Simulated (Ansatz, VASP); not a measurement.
## CdTe: VASP beside Ansatz

```xyz
2
Lattice="0.0000 3.0759 3.0759 3.0759 0.0000 3.0759 3.0759 3.0759 0.0000" Properties=species:S:1:pos:R:3 pbc="T T T"
Cd    0.0000    0.0000    0.0000
Te    1.5380    1.5380    1.5380
```

Change from the starting cell: volume scaled by 0.94, ions relaxed.

Alike in both runs: task relaxation of the atoms; functional PBE; k mesh 12 × 12 × 12; occupations fermi-dirac, width 0.02 eV; no spin polarisation.

|  | VASP | Ansatz |
| --- | --- | --- |
| version | VASP 6.6.1 | Ansatz 0.2.0 |
| potentials or method | VASP PAW PBE potentials, release 64 (Cd, Te) | plane-wave PAW, scalar-relativistic |
| plane-wave cutoff (eV) | 520 | 420 |
| valence electrons in the cell | 18 | 36 |

|  | VASP | Ansatz | Ansatz less VASP |
| --- | --- | --- | --- |
| gap on the k mesh at the Fermi level, each at its own relaxed structure (eV) | 1.26 | 1.26 | -0.007 |

VASP's potentials hold 18 valence electrons a cell and Ansatz's 36, so a difference there can come from the potentials and not from the codes. Ansatz's warnings: stress scf threshold loose.

Spin-orbit coupling is off throughout. Noted on VASP's run: the relaxation stopped at its first step, so nothing moved.
